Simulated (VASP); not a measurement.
# SiPd3Pt (Pm-3m) in VASP: a series of runs

The runs below take SiPd3Pt through single point, with PBE.

All numbers are computed with VASP 6.6.1; they aren't measurements. Logs are shortened: lines on timing, memory, paths and dates and some standing lists are left out, and cuts for length are marked.

### Step 1. The cell of the first run

Symmetry: Pm-3m, No. 221, cubic system. Conventional cell: a = 4.209 Å, b = 4.209 Å, c = 4.209 Å, α = 90.00°, β = 90.00°, γ = 90.00°. Si (site symmetry m-3m) has 12 Pd at 2.98 Å and 8 Pt at 3.64 Å within 3.9 Å. Within 2.8 Å of Pd (site symmetry 4/mmm) lie 2 Pt at 2.10 Å. Within 2.8 Å of Pt (site symmetry m-3m) lie 6 Pd at 2.10 Å.

The cell was generated, and may not be a known phase.

### Step 2. Single point, PBE

Input file INCAR:

```
PREC = Accurate
ENCUT = 520
EDIFF = 1E-6
ISMEAR = 0
SIGMA = 0.1
LREAL = F
LASPH = T
NELM = 100
ALGO = Normal
ISIF = 2
LWAVE = F
LCHARG = T
GGA = PE
LELF = T
LVHAR = T
NBANDS = 30
```

Input file KPOINTS:

```
Automatic mesh
0
Gamma
  4 4 4
```

Input file POSCAR:

```
SiPd3Pt
1.0
    4.2087799800      0.0000000000      0.0000000000
    0.0000000000      4.2087799800      0.0000000000
    0.0000000000      0.0000000000      4.2087799800
Si Pd Pt
1 3 1
Direct
    0.0000000000      0.0000000000      0.0000000000
    0.0000000000      0.5000000000      0.5000000000
    0.5000000000      0.0000000000      0.5000000000
    0.5000000000      0.5000000000      0.0000000000
    0.5000000000      0.5000000000      0.5000000000
```

Potentials or basis: VASP PAW PBE potentials, release 64 (Si, Pd, Pt).

Launch:

```bash
$ cat potpaw_PBE.64/Si/POTCAR potpaw_PBE.64/Pd/POTCAR potpaw_PBE.64/Pt/POTCAR > POTCAR
$ mpirun -np 1 vasp_std > vasp.out
```

OUTCAR:

```text
PREC = Accurate
   ENCUT = 520
   EDIFF = 1E-6
   ISMEAR = 0
   LREAL = F
   LASPH = T
   NELM = 100
   ISIF = 2
   GGA = PE

 ion  position               nearest neighbor table
   1  0.000  0.000  0.000-   2 2.98   3 2.98   4 2.98   2 2.98   3 2.98   2 2.98   4 2.98   2 2.98
                             3 2.98   4 2.98   3 2.98   4 2.98
   2  0.000  0.500  0.500-   5 2.10   5 2.10   4 2.98   1 2.98   1 2.98   4 2.98   1 2.98   3 2.98
                             1 2.98   3 2.98   4 2.98   3 2.98   4 2.98   3 2.98
   3  0.500  0.000  0.500-   5 2.10   5 2.10   4 2.98   1 2.98   1 2.98   4 2.98   2 2.98   4 2.98
                             2 2.98   4 2.98   1 2.98   2 2.98   1 2.98   2 2.98
   4  0.500  0.500  0.000-   5 2.10   5 2.10   3 2.98   1 2.98   2 2.98   3 2.98   2 2.98   1 2.98
                             3 2.98   3 2.98   1 2.98   2 2.98   2 2.98   1 2.98
   5  0.500  0.500  0.500-   2 2.10   3 2.10   4 2.10   4 2.10   3 2.10   2 2.10

  LATTYP: Found a simple cubic cell.
 ALAT       =     4.2087799800

  Lattice vectors:

 A1 = (   4.2087799800,   0.0000000000,   0.0000000000)
 A2 = (   0.0000000000,   4.2087799800,   0.0000000000)
 A3 = (   0.0000000000,   0.0000000000,   4.2087799800)

Analysis of symmetry for initial positions (statically):
=====================================================================
 Subroutine PRICEL returns:
 Original cell was already a primitive cell.

 Routine SETGRP: Setting up the symmetry group for a
 simple cubic supercell.

 Subroutine GETGRP returns: Found 48 space group operations
 (whereof 48 operations were pure point group operations)
 out of a pool of 48 trial point group operations.

The static configuration has the point symmetry O_h .

Analysis of symmetry for dynamics (positions and initial velocities):
=====================================================================
 Subroutine PRICEL returns:
 Original cell was already a primitive cell.

 Routine SETGRP: Setting up the symmetry group for a
 simple cubic supercell.

 Subroutine GETGRP returns: Found 48 space group operations
 (whereof 48 operations were pure point group operations)
 out of a pool of 48 trial point group operations.

The dynamic configuration has the point symmetry O_h .

 Subroutine INISYM returns: Found 48 space group operations
 (whereof 48 operations are pure point group operations),
 and found     1 'primitive' translations

----------------------------------------------------------------------------------------

                                     Primitive cell

  volume of cell :      74.5536

  direct lattice vectors                    reciprocal lattice vectors
     4.208779980  0.000000000  0.000000000     0.237598545  0.000000000  0.000000000
     0.000000000  4.208779980  0.000000000     0.000000000  0.237598545  0.000000000
     0.000000000  0.000000000  4.208779980     0.000000000  0.000000000  0.237598545

  length of vectors
     4.208779980  4.208779980  4.208779980     0.237598545  0.237598545  0.237598545

  position of ions in fractional coordinates (direct lattice)
     0.000000000  0.000000000  0.000000000
     0.000000000  0.500000000  0.500000000
     0.500000000  0.000000000  0.500000000
     0.500000000  0.500000000  0.000000000
     0.500000000  0.500000000  0.500000000

  ion indices of the primitive-cell ions
   primitive index   ion index
                 1           1
                 2           2
                 3           3
                 4           4
                 5           5

----------------------------------------------------------------------------------------

 KPOINTS: Automatic mesh

Automatic generation of k-mesh.
 Grid dimensions read from file:
 generate k-points for:    4    4    4

 Generating k-lattice:

  Cartesian coordinates                     Fractional coordinates (reciprocal lattice)
     0.059399636  0.000000000  0.000000000     0.250000000  0.000000000  0.000000000
     0.000000000  0.059399636  0.000000000     0.000000000  0.250000000  0.000000000
     0.000000000  0.000000000  0.059399636     0.000000000  0.000000000  0.250000000

  Length of vectors
     0.059399636  0.059399636  0.059399636

  Shift w.r.t. Gamma in fractional coordinates (k-lattice)
     0.000000000  0.000000000  0.000000000

 Subroutine IBZKPT returns following result:
 ===========================================

 Found     10 irreducible k-points:

 Following reciprocal coordinates:
            Coordinates               Weight
  0.000000  0.000000  0.000000      1.000000
  0.250000  0.000000  0.000000      6.000000
  0.500000  0.000000  0.000000      3.000000
  0.250000  0.250000  0.000000     12.000000
  0.500000  0.250000  0.000000     12.000000
  0.500000  0.500000  0.000000      3.000000
  0.250000  0.250000  0.250000      8.000000
  0.500000  0.250000  0.250000     12.000000
  0.500000  0.500000  0.250000      6.000000
  0.500000  0.500000  0.500000      1.000000
   k-points           NKPTS =     10   k-points in BZ     NKDIM =     10   number of bands    NBANDS=     30
   number of dos      NEDOS =    301   number of ions     NIONS =      5
   total plane-waves  NPLWV =  32768
   dimension x,y,z NGX =    32 NGY =   32 NGZ =   32
   dimension x,y,z NGXF=    64 NGYF=   64 NGZF=   64
   ions per type =               1   3   1
   NGX,Y,Z   is equivalent  to a cutoff of  12.64, 12.64, 12.64 a.u.
   NGXF,Y,Z  is equivalent  to a cutoff of  25.28, 25.28, 25.28 a.u.
 SYSTEM =  unknown system
   PREC   = accura    normal or accurate (medium, high low for compatibility)
   ISTART =      0    job   : 0-new  1-cont  2-samecut
   ICHARG =      2    charge: 1-file 2-atom 10-const
   ISPIN  =      1    spin polarized calculation?
   LNONCOLLINEAR =      F non collinear calculations
   LSORBIT =      F    spin-orbit coupling
   LASPH  =      T    aspherical Exc in radial PAW
   ENCUT  =  520.0 eV  38.22 Ry    6.18 a.u.   7.83  7.83  7.83*2*pi/ulx,y,z
   NELM   =    100;   NELMIN=  2; NELMDL= -5     # of ELM steps
   EDIFF  = 0.1E-05   stopping-criterion for ELM
   LREAL  =      F    real-space projection
   EDIFFG = 0.1E-04   stopping-criterion for IOM
   NSW    =      0    number of steps for IOM
   IBRION =     -1    ionic relax: 0-MD 1-quasi-New 2-CG
   NFREE  =      0    steps in history (QN), initial steepest desc. (CG)
   ISIF   =      2    stress and relaxation
   ISYM   =      2    0-nonsym 1-usesym 2-fastsym
   POTIM  = 0.5000    time-step for ionic-motion
   TEBEG  =    0.0;   TEEND  =   0.0 temperature during run
   PSTRESS=    0.0 pullay stress
   NELECT =      44.0000    total number of electrons
   NUPDOWN=      -1.0000    fix difference up-down
   EMIN   =  10.00;   EMAX   =-10.00  energy-range for DOS
   EFERMI =   0.00;   METHOD = LEGACY
   ISMEAR =     0;   SIGMA  =   0.10  broadening in eV -4-tet -1-fermi 0-gaus
   EFERMI_NEDOS =   21; number of points for ismear=-14 and -15
   IALGO  =     38    algorithm
   IMIX   =      4    mixing-type and parameters
     AMIX     =   0.40;   BMIX     =  1.00
     AMIX_MAG =   1.60;   BMIX_MAG =  1.00
  volume/ion in A,a.u.               =      14.91       100.62
  Fermi-wavevector in a.u.,A,eV,Ry     =   1.373208  2.594986 25.656490  1.885699
  Thomas-Fermi vector in A             =   2.498745
   LORBIT       =      0    0 simple, 1 ext, 2 COOP (PROOUT), +10 PAW based schemes
   GGA     = PE    functional components
   LHFCALC =     F    Hartree Fock is set to
   AEXX    =    0.0000 exact exchange contribution
   IVDW    =     0    specifies the selected vdW correction
   LEPSILON=     F    determine dielectric tensor
   LRPA    =     F    only Hartree local field effects (RPA)
 non-spin polarized calculation
 Gauss-broadening in eV      SIGMA  =   0.10
  energy-cutoff  :      520.00
  volume of cell :       74.55
 maximum number of plane-waves:      2022
 NGX is ok and might be reduce to    32
   NGX = 15   NGY = 15   NGZ = 15

 number of electron      44.0000010 magnetization

 Free energy of the ion-electron system (eV)
  ---------------------------------------------------
  ext. energy  EPLUGINS =         0.00000000
  ---------------------------------------------------
  free energy    TOTEN  =       -12.77216288 eV

  energy without entropy =      -12.74146944  energy(sigma->0) =      -12.75681616

 E-fermi :  10.9661     XC(G=0): -12.5464

 val. band max:       10.9273355371   @ k =   0.5000   0.2500   0.2500
 cond. band min:      10.9733888474   @ k =   0.2500   0.2500   0.0000
 fundamental gap:      0.0460533104
 Fermi energy:        10.9661096965

 k-point     1 :       0.0000    0.0000    0.0000
  band No.  band energies     occupation
      1       0.4958      2.00000
      2       0.8893      2.00000
      3       0.8893      2.00000
      4       1.5284      2.00000
      5       1.5284      2.00000
      6       1.5284      2.00000
[... 22 lines left out ...]
     29      18.3546      0.00000
     30      18.3546      0.00000

 k-point     2 :       0.2500    0.0000    0.0000
  band No.  band energies     occupation
      1       0.8967      2.00000
      2       0.9035      2.00000
      3       1.5692      2.00000
      4       1.7653      2.00000
      5       1.9904      2.00000
      6       1.9904      2.00000
[... 22 lines left out ...]
     29      16.9430      0.00000
     30      19.2451      0.00000

 k-point     3 :       0.5000    0.0000    0.0000
  band No.  band energies     occupation
      1       0.9175      2.00000
      2       1.2761      2.00000
      3       1.6111      2.00000
      4       2.4130      2.00000
      5       2.6218      2.00000
      6       2.6218      2.00000
[... 220 lines left out ...]
     29      18.3637      0.00000
     30      20.8425      0.00000

 k-point    10 :       0.5000    0.5000    0.5000
  band No.  band energies     occupation
      1       2.7500      2.00000
      2       4.4779      2.00000
      3       4.4779      2.00000
      4       4.4779      2.00000
      5       4.8886      2.00000
      6       4.8886      2.00000
[... 22 lines left out ...]
     29      21.7014      0.00000
     30      21.7014      0.00000

------------------------ aborting loop because EDIFF is reached ----------------------------------------

  FORCE on cell =-STRESS in cart. coord.  units (eV):
  Direction    XX          YY          ZZ          XY          YZ          ZX
  --------------------------------------------------------------------------------------
  -------------------------------------------------------------------------------------
  Total       46.0251785     46.0251785     46.0251785      0.0000000      0.0000000      0.0000000
  in kB      989.0936076    989.0936076    989.0936076      0.0000000      0.0000000      0.0000000
  external PRESSURE =     989.0936076 kB  Pullay stress =       0.0000000 kB

 VOLUME and BASIS-vectors are now :
 -----------------------------------------------------------------------------
  energy-cutoff  :      520.00
  volume of cell :       74.55
      direct lattice vectors                 reciprocal lattice vectors
     4.208779980  0.000000000  0.000000000     0.237598545  0.000000000  0.000000000
     0.000000000  4.208779980  0.000000000     0.000000000  0.237598545  0.000000000
     0.000000000  0.000000000  4.208779980     0.000000000  0.000000000  0.237598545

 POSITION                                       TOTAL-FORCE (eV/Angst)
 -----------------------------------------------------------------------------------
      0.00000      0.00000      0.00000         0.000000      0.000000      0.000000
      0.00000      2.10439      2.10439         0.000000      0.000000      0.000000
      2.10439      0.00000      2.10439         0.000000      0.000000      0.000000
      2.10439      2.10439      0.00000         0.000000      0.000000      0.000000
      2.10439      2.10439      2.10439         0.000000      0.000000      0.000000
 -----------------------------------------------------------------------------------
    total drift:                                0.000000     -0.000000     -0.000000

  FREE ENERGIE OF THE ION-ELECTRON SYSTEM (eV)
  ---------------------------------------------------
  free  energy   TOTEN  =       -12.7721628810 eV

  energy  without entropy=      -12.7414694396  energy(sigma->0) =      -12.75681616
```

It took 18 s on 1 thread of Intel Xeon Platinum 8559C (Emerald Rapids), shared host; peak memory 0.18 GiB.

Results:

```
Free energy            : -12.7722 eV
Pressure               : 98.9 GPa
Band gap on the k mesh : zero (bands 22 and 23 overlap by 2.40 eV)
```

Levels at points of the mesh, in eV from the Fermi level:
```
           k point  band 20  band 21  band 22  band 23  band 24  band 25
(0.00, 0.00, 0.00)     0.08     0.63     0.63     0.63     1.10     1.10
(0.50, 0.00, 0.00)    -0.43     0.63     0.73     1.03     1.74     1.74
(0.50, 0.50, 0.00)    -1.27    -1.27    -1.15    -0.43    -0.43     3.13
(0.50, 0.50, 0.50)    -2.10    -2.10    -1.67    -1.67    -1.67    -1.52
```

Caveat: the k points lie up to 0.37 Å⁻¹ apart, too coarse for converged energies and pressures of a metal; spin-orbit coupling is left out, which moves the levels of the heavy elements.

### Step 3. Single point, PBE

This run uses another cell than the first one, of 23.06 Å³/atom.

Input file INCAR:

```
SYSTEM = SiPd3Pt
ALGO     = Normal         ! electronic algorithm
EDIFF    = 1E-7           ! SCF threshold, eV
ENCUT    = 520            ! plane-wave cutoff, eV
GGA      = PE             ! functional
ISIF     = 2              ! what is computed and relaxed
ISMEAR   = 0              ! smearing method
LASPH    = .TRUE.         ! aspherical terms in the spheres
LCHARG   = .FALSE.        ! write CHGCAR
LREAL    = .FALSE.        ! projectors in reciprocal space
LWAVE    = .FALSE.        ! write WAVECAR
NBANDS   = 30             ! bands
NELM     = 80             ! most SCF steps
PREC     = Accurate       ! precision mode
SIGMA    = 0.1            ! smearing width, eV
```

Input file KPOINTS:

```
k-points
0
G
  4 4 4
  0 0 0
```

Edit POSCAR of step 2 so:

```diff
@@ -2,5 +2,5 @@
 1.0
-    4.2087799800      0.0000000000      0.0000000000
-    0.0000000000      4.2087799800      0.0000000000
-    0.0000000000      0.0000000000      4.2087799800
+    4.8673229541      0.0000000000      0.0000000000
+    0.0000000000      4.8673229541      0.0000000000
+    0.0000000000      0.0000000000      4.8673229541
 Si Pd Pt
```

Potentials or basis: VASP PAW PBE potentials, release 64 (Si, Pd, Pt).

Launch:

```bash
$ cat potpaw_PBE.64/Si/POTCAR potpaw_PBE.64/Pd/POTCAR potpaw_PBE.64/Pt/POTCAR > POTCAR
$ mpirun -np 1 vasp_std > vasp.out
```

Run time: 21 s. Hardware: 1 thread of Intel Xeon Platinum 8559C (Emerald Rapids), shared host; peak memory 0.22 GiB.

It converged, with:

- Free energy: -21.1564 eV
- Pressure: -0.3 GPa
- Band gap on the k mesh: zero (bands 22 and 23 overlap by 0.98 eV)

Levels at points of the mesh, in eV from the Fermi level:
| k point | band 20 | band 21 | band 22 | band 23 | band 24 | band 25 |
| --- | --- | --- | --- | --- | --- | --- |
| (0.00, 0.00, 0.00) | -0.33 | 0.25 | 0.25 | 0.25 | 0.54 | 0.54 |
| (0.50, 0.00, 0.00) | -0.26 | 0.06 | 0.25 | 0.51 | 1.27 | 1.27 |
| (0.50, 0.50, 0.00) | -0.65 | -0.65 | -0.51 | -0.27 | -0.27 | 1.92 |
| (0.50, 0.50, 0.50) | -1.13 | -1.13 | -1.13 | -0.47 | -0.47 | -0.47 |

Caveat: spin-orbit coupling is left out, which moves the levels of the heavy elements.

The gap in the log of VASP goes by the Fermi energy; the results here count the filled bands.